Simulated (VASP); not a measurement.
# Mg2CdS3 (Cmc2_1) in VASP: a series of runs, part 2 of 2

VASP 6.6.1. Earlier steps stand in the parts before.

## 3. Single point, PBE

INCAR reads:

```
ALGO = Normal ; EDIFF = 1E-6
ENCUT = 520 ; GGA = PE
ISIF = 2 ; ISMEAR = 0
LASPH = True ; LCHARG = True
LELF = True ; LREAL = False
LVHAR = True ; LWAVE = False
NBANDS = 46 ; NELM = 80
PREC = Accurate ; SIGMA = 0.02
```

KPOINTS reads:

```
k-points
0
Gamma
  6 6 4
```

POSCAR reads:

```
Mg2CdS3
1.0
    6.1392588670     -3.5445266240      0.0000000000
    6.1392588670      3.5445266240      0.0000000000
    0.0000000000      0.0000000000      6.6219349925
Mg Cd S
4 2 6
Direct
    0.1660530450      0.4978393930      0.5014278912
    0.8339469550      0.5021606070      0.0014278912
    0.4978393930      0.1660530450      0.0014278912
    0.5021606070      0.8339469550      0.5014278912
    0.8295542717      0.1704457283      0.5019703860
    0.1704457283      0.8295542717      0.0019703860
    0.8240633846      0.1759366154      0.1135385381
    0.1671814364      0.4890671444      0.1283176468
    0.8328185636      0.5109328556      0.6283176468
    0.1759366154      0.8240633846      0.6135385381
    0.4890671444      0.1671814364      0.6283176468
    0.5109328556      0.8328185636      0.1283176468
```

Potentials or basis: VASP PAW PBE potentials, release 64 (Mg, Cd, S).

Command:

```sh
> cat potpaw_PBE.64/Mg/POTCAR potpaw_PBE.64/Cd/POTCAR potpaw_PBE.64/S/POTCAR > POTCAR
> mpirun -np 1 vasp_std > vasp.out
```

OUTCAR:

```text
EDIFF = 1E-6
   ENCUT = 520
   GGA = PE
   ISIF = 2
   ISMEAR = 0
   LASPH = True
   LREAL = False
   NELM = 80
   PREC = Accurate

 ion  position               nearest neighbor table
   1  0.166  0.498  0.501-  10 2.46   9 2.46  11 2.47   8 2.47
   2  0.834  0.502  0.001-   7 2.46   8 2.46  12 2.47   9 2.47
   3  0.498  0.166  0.001-   7 2.46  12 2.46   8 2.47  11 2.47
   4  0.502  0.834  0.501-  10 2.46  11 2.46   9 2.47  12 2.47
   5  0.830  0.170  0.502-  10 2.56   9 2.57  11 2.57   7 2.57
   6  0.170  0.830  0.002-   7 2.56   8 2.57  12 2.57  10 2.57
   7  0.824  0.176  0.114-   2 2.46   3 2.46   6 2.56   5 2.57
   8  0.167  0.489  0.128-   2 2.46   3 2.47   1 2.47   6 2.57
   9  0.833  0.511  0.628-   1 2.46   4 2.47   2 2.47   5 2.57
  10  0.176  0.824  0.614-   1 2.46   4 2.46   5 2.56   6 2.57
  11  0.489  0.167  0.628-   4 2.46   1 2.47   3 2.47   5 2.57
  12  0.511  0.833  0.128-   3 2.46   2 2.47   4 2.47   6 2.57

  LATTYP: Found a hexagonal cell.
 ALAT       =     7.0890174513
 C/A-ratio  =     0.9341118199

  Lattice vectors:

 A1 = (  -6.1392588670,  -3.5445266240,   0.0000000000)
 A2 = (   6.1392588670,  -3.5445266240,   0.0000000000)
 A3 = (   0.0000000000,   0.0000000000,   6.6219349925)

Analysis of symmetry for initial positions (statically):
=====================================================================
 Subroutine PRICEL returns:
 Original cell was already a primitive cell.

 Routine SETGRP: Setting up the symmetry group for a
 hexagonal supercell.

 Subroutine GETGRP returns: Found  4 space group operations
 (whereof  2 operations were pure point group operations)
 out of a pool of 24 trial point group operations.

The static configuration has the point symmetry C_1h.
[... 160 lines left out ...]
   GGA     = PE    functional components
   LHFCALC =     F    Hartree Fock is set to
   AEXX    =    0.0000 exact exchange contribution
   IVDW    =     0    specifies the selected vdW correction
   LEPSILON=     F    determine dielectric tensor
   LRPA    =     F    only Hartree local field effects (RPA)
 non-spin polarized calculation
 Gauss-broadening in eV      SIGMA  =   0.02
  energy-cutoff  :      520.00
  volume of cell :      288.20
 maximum number of plane-waves:      7827
 NGX is ok and might be reduce to    54
   NGX = 27   NGY = 27   NGZ = 25

 number of electron      68.0000003 magnetization

 Free energy of the ion-electron system (eV)
  ---------------------------------------------------
  ext. energy  EPLUGINS =         0.00000000
  ---------------------------------------------------
  free energy    TOTEN  =       -46.25166949 eV

  energy without entropy =      -46.25166949  energy(sigma->0) =      -46.25166949

 E-fermi :   1.0381     XC(G=0):  -8.5456

 val. band max:        0.9495382298   @ k =   0.0000   0.0000   0.0000
 cond. band min:       3.5139044649   @ k =   0.0000   0.0000   0.0000
 fundamental gap:      2.5643662351
 Fermi energy:         1.0380898121

 k-point     1 :       0.0000    0.0000    0.0000
  band No.  band energies     occupation
      1     -10.5739      2.00000
      2     -10.0519      2.00000
      3      -9.9251      2.00000
      4      -9.8755      2.00000
      5      -9.8517      2.00000
      6      -9.8480      2.00000
[... 1165 lines left out ...]
     45       7.7200      0.00000
     46       7.8845      0.00000

 [... further k-points ...]

------------------------ aborting loop because EDIFF is reached ----------------------------------------

  FORCE on cell =-STRESS in cart. coord.  units (eV):
  Direction    XX          YY          ZZ          XY          YZ          ZX
  --------------------------------------------------------------------------------------
  -------------------------------------------------------------------------------------
  Total        0.0378209      0.0493698      0.0295705      0.0000000      0.0000000      0.0000000
  in kB        0.2102584      0.2744625      0.1643920      0.0000000      0.0000000      0.0000000
  external PRESSURE =       0.2163710 kB  Pullay stress =       0.0000000 kB

 VOLUME and BASIS-vectors are now :
 -----------------------------------------------------------------------------
  energy-cutoff  :      520.00
  volume of cell :      288.20
      direct lattice vectors                 reciprocal lattice vectors
     6.139258867 -3.544526624  0.000000000     0.081443055 -0.141062560  0.000000000
     6.139258867  3.544526624  0.000000000     0.081443055  0.141062560  0.000000000
     0.000000000  0.000000000  6.621934992     0.000000000  0.000000000  0.151013261

 POSITION                                       TOTAL-FORCE (eV/Angst)
 -----------------------------------------------------------------------------------
      4.07581      1.17603      3.32042        -0.000286     -0.000070      0.001381
      8.20271     -1.17603      0.00946         0.000286      0.000070      0.001381
      4.07581     -1.17603      0.00946        -0.000286      0.000070      0.001381
      8.20271      1.17603      3.32042         0.000286     -0.000070      0.001381
      6.13926     -2.33623      3.32402         0.000000      0.002021     -0.000892
      6.13926      2.33623      0.01305         0.000000     -0.002021     -0.000892
      6.13926     -2.29730      0.75184         0.000000      0.038484     -0.026530
      4.02888      1.14093      0.84971        -0.030950     -0.017717      0.012330
      8.24964     -1.14093      4.16068         0.030950      0.017717      0.012330
      6.13926      2.29730      4.06281         0.000000     -0.038484     -0.026530
      4.02888     -1.14093      4.16068        -0.030950      0.017717      0.012330
      8.24964      1.14093      0.84971         0.030950     -0.017717      0.012330
 -----------------------------------------------------------------------------------
    total drift:                               -0.000001     -0.000000     -0.001064

  FREE ENERGIE OF THE ION-ELECTRON SYSTEM (eV)
  ---------------------------------------------------
  free  energy   TOTEN  =       -46.2516694936 eV

  energy  without entropy=      -46.2516694936  energy(sigma->0) =      -46.25166949
```

OSZICAR:

```text
N       E                     dE             d eps       ncg     rms          rms(c)
DAV:   1     0.382940561596E+03    0.38294E+03   -0.28755E+04  3588   0.126E+03
DAV:   2    -0.167384043019E+02   -0.39968E+03   -0.38664E+03  4408   0.263E+02
DAV:   3    -0.491263891678E+02   -0.32388E+02   -0.32240E+02  4248   0.730E+01
DAV:   4    -0.496472029541E+02   -0.52081E+00   -0.51980E+00  4400   0.101E+01
DAV:   5    -0.496579572726E+02   -0.10754E-01   -0.10751E-01  4308   0.147E+00    0.127E+01
DAV:   6    -0.463475472708E+02    0.33104E+01   -0.70405E+00  4538   0.160E+01    0.108E+01
DAV:   7    -0.462171741481E+02    0.13037E+00   -0.22776E+00  4186   0.575E+00    0.658E+00
DAV:   8    -0.462512313438E+02   -0.34057E-01   -0.21733E-01  4066   0.318E+00    0.974E-01
DAV:   9    -0.462480630771E+02    0.31683E-02   -0.52039E-02  4342   0.179E+00    0.312E-01
DAV:  10    -0.462505452753E+02   -0.24822E-02   -0.55727E-03  3944   0.465E-01    0.229E-01
DAV:  11    -0.462515282791E+02   -0.98300E-03   -0.12559E-03  4038   0.146E-01    0.124E-01
DAV:  12    -0.462516002912E+02   -0.72012E-04   -0.24145E-04  4352   0.723E-02    0.540E-02
DAV:  13    -0.462516663078E+02   -0.66017E-04   -0.88976E-05  3888   0.379E-02    0.138E-02
DAV:  14    -0.462516680436E+02   -0.17358E-05   -0.97788E-06  4456   0.225E-02    0.426E-03
DAV:  15    -0.462516694413E+02   -0.13977E-05   -0.31218E-06  3192   0.102E-02    0.292E-03
DAV:  16    -0.462516694936E+02   -0.52342E-07   -0.26704E-07  2640   0.381E-03
   1 F= -.46251669E+02 E0= -.46251669E+02  d E =-.240169E-12
```

It took 13 min on 1 thread of Intel Xeon Platinum 8259CL at 2.50GHz (Skylake/Cascade Lake), shared host; peak memory 0.66 GiB.

Results:

```yaml
Free_energy: -46.2517 eV
Pressure: 0.0 GPa
Largest_force: 0.047 eV/Å
Band_gap_on_the_k_mesh: 2.56 eV
```

Forces in eV/Å, atoms in the order of the input:
```
Mg   0.000  0.000  0.001
Mg   0.000  0.000  0.001
Mg   0.000  0.000  0.001
Mg   0.000  0.000  0.001
Cd   0.000  0.002 -0.001
Cd   0.000 -0.002 -0.001
S    0.000  0.038 -0.027
S   -0.031 -0.018  0.012
S    0.031  0.018  0.012
S    0.000 -0.038 -0.027
S   -0.031  0.018  0.012
S    0.031 -0.018  0.012
```

Levels at points of the mesh, in eV from the valence-band top:
| k point | band 31 | band 32 | band 33 | band 34 | band 35 | band 36 | band 37 | band 38 |
| --- | --- | --- | --- | --- | --- | --- | --- | --- |
| (0.00, 0.00, 0.00) | -0.48 | -0.03 | -0.02 | 0.00 | 2.56 | 3.86 | 4.85 | 4.90 |
| (0.50, 0.00, 0.00) | -0.47 | -0.46 | -0.36 | -0.34 | 4.06 | 4.14 | 4.98 | 5.10 |
| (0.50, 0.50, 0.00) | -0.51 | -0.41 | -0.37 | -0.28 | 3.89 | 4.42 | 4.96 | 5.04 |
| (0.00, 0.00, 0.50) | -0.26 | -0.26 | -0.24 | -0.24 | 3.95 | 3.95 | 5.30 | 5.30 |
| (0.50, 0.00, 0.50) | -0.78 | -0.78 | -0.61 | -0.61 | 4.14 | 4.14 | 4.98 | 4.98 |
| (0.50, 0.50, 0.50) | -0.76 | -0.76 | -0.65 | -0.65 | 4.14 | 4.14 | 4.98 | 4.98 |

A k mesh can miss the band edges.

## 4. Relaxation of cell and atoms, PBE

This run uses another cell than the first one, of 22.94 Å³/atom.

INCAR reads:

```
SYSTEM = Mg2CdS3
ALGO = Normal ; EDIFF = 1E-6
EDIFFG = -0.08 ; ENCUT = 600
GGA = PE ; IBRION = 2
ISIF = 3 ; ISMEAR = 0
LASPH = .True. ; LCHARG = .False.
LREAL = .False. ; LWAVE = .False.
NELM = 100 ; NSW = 36
PREC = Accurate ; SIGMA = 0.15
```

KPOINTS reads:

```
k-points
0
Gamma
  2 2 2
  0 0 0
```

POSCAR reads:

```
Mg2CdS3
1.0
    6.0500000000     -3.5000000000      0.0000000000
    6.0500000000      3.5000000000      0.0000000000
    0.0000000000      0.0000000000      6.5000000000
Mg Cd S
4 2 6
Direct
    0.1666660000      0.5000000000      0.0000000000
    0.8333340000      0.5000000000      0.5000000000
    0.5000000000      0.1666660000      0.5000000000
    0.5000000000      0.8333340000      0.0000000000
    0.8333330000      0.1666670000      0.0000000000
    0.1666670000      0.8333330000      0.5000000000
    0.8333330000      0.1666670000      0.6250000000
    0.1666660000      0.5000000000      0.6250000000
    0.8333340000      0.5000000000      0.1250000000
    0.1666670000      0.8333330000      0.1250000000
    0.5000000000      0.1666660000      0.1250000000
    0.5000000000      0.8333340000      0.6250000000
```

Command:

```sh
> cat potpaw_PBE.64/Mg/POTCAR potpaw_PBE.64/Cd/POTCAR potpaw_PBE.64/S/POTCAR > POTCAR
> mpirun -np 1 vasp_std > vasp.out
```

It took 13 min on 1 thread of Oxide Virtual Turin-like, shared host; peak memory 0.45 GiB.

It converged, with:

```yaml
Free_energy: -46.2050 eV
Relaxed_volume: 24.05 Å³/atom
Relaxed_cell: a = 7.092 Å, b = 7.092 Å, c = 6.624 Å, α = 90.00°, β = 90.00°, γ = 60.00°
Space_group_after_relaxing_to_0.1_Å: Cmc2_1 (No. 36)
Energy_gained_by_relaxing: 28.6 meV/atom
Ionic_steps: 6
Pressure_after_relaxing: 0.0 GPa
Largest_force_after_relaxing: 0.062 eV/Å
Band_gap_on_the_k_mesh: 2.56 eV
```

Forces on the atoms (eV/Å):
```
Mg  -0.051 -0.022  0.002
Mg   0.051  0.022  0.002
Mg  -0.051  0.022  0.002
Mg   0.051 -0.022  0.002
Cd   0.000  0.056  0.027
Cd   0.000 -0.056  0.027
S    0.000 -0.026 -0.024
S    0.014  0.012 -0.003
S   -0.014 -0.012 -0.003
S    0.000  0.026 -0.024
S    0.014 -0.012 -0.003
S   -0.014  0.012 -0.003
```

The path:
| step | energy change (eV) | largest force (eV/Å) | pressure (GPa) | volume (Å³) |
| --- | --- | --- | --- | --- |
| 1 | 0.0000 | 1.0193 | 3.33 | 275.28 |
| 2 | -0.2704 | 0.3662 | -1.00 | 294.71 |
| 3 | -0.2727 | 0.4126 | -0.68 | 292.91 |
| 4 | -0.3179 | 0.2393 | -0.31 | 290.51 |
| 5 | -0.3396 | 0.1032 | 0.21 | 287.36 |
| 6 | -0.3436 | 0.0620 | -0.05 | 288.54 |

Final structure:
```xyz
12
Lattice="6.1422 -3.5461 0.0000 6.1422 3.5461 0.0000 0.0000 0.0000 6.6239" Properties=species:S:1:pos:R:3 pbc="T T T"
Mg    4.0836    1.1760    0.0070
Mg    8.2008   -1.1760    3.3190
Mg    4.0836   -1.1760    3.3190
Mg    8.2008    1.1760    0.0070
Cd    6.1422   -2.3521    0.0151
Cd    6.1422    2.3521    3.3271
S     6.1422   -2.2871    4.0679
S     4.0271    1.1421    4.1613
S     8.2572   -1.1421    0.8494
S     6.1422    2.2871    0.7560
S     4.0271   -1.1421    0.8494
S     8.2572    1.1421    4.1613
```

Levels at points of the mesh, in eV from the valence-band top:
```
           k point  band 32  band 33  band 34  band 35  band 36  band 37
(0.00, 0.00, 0.00)    -0.02    -0.01     0.00     2.56     3.85     4.86
(0.50, 0.00, 0.00)    -0.45    -0.37    -0.34     4.03     4.12     5.00
(0.50, 0.50, 0.00)    -0.41    -0.38    -0.29     3.87     4.40     4.97
(0.00, 0.00, 0.50)    -0.25    -0.24    -0.24     3.93     3.93     5.29
(0.50, 0.00, 0.50)    -0.76    -0.61    -0.61     4.13     4.13     4.98
(0.50, 0.50, 0.50)    -0.74    -0.66    -0.66     4.14     4.14     4.96
```

Caveat: the k points lie up to 0.51 Å⁻¹ apart in the final cell; the relaxation stopped at a loose force limit of 0.08 eV/Å, so its end isn't a converged minimum.

## 5. The runs side by side

```tsv
task	cell	k mesh	cutoff (eV)	smearing	gap on the mesh (eV)	pressure (GPa)	largest force (eV/Å)
single point	a = 7.090, b = 7.090, c = 6.621 Å, angles 90.0, 90.0, 60.0°, 12 atoms, atomic positions A	6 × 6 × 4	520	gaussian 0.01 eV	2.56	0.0	0.04
single point	a = 7.089, b = 7.089, c = 6.622 Å, angles 90.0, 90.0, 60.0°, 12 atoms, atomic positions A	6 × 6 × 4	520	gaussian 0.02 eV	2.56	0.0	0.05
relaxation of cell and atoms	relaxed from a = 6.989, b = 6.989, c = 6.500 Å, angles 90.0, 90.0, 60.1°, 12 atoms, atomic positions B	2 × 2 × 2	600	gaussian 0.15 eV	2.56	0.0	0.06
```

Alike in all rows: level PBE; potentials or basis VASP PAW PBE potentials, release 64 (Mg, Cd, S); no spin polarisation.

Caveats: some runs use coarse meshes; the relaxation stopped at a loose force limit of 0.08 eV/Å, so its end isn't a converged minimum (at least some runs).

Total energies depend on the potentials used, so only differences within one code and one set of settings carry meaning.
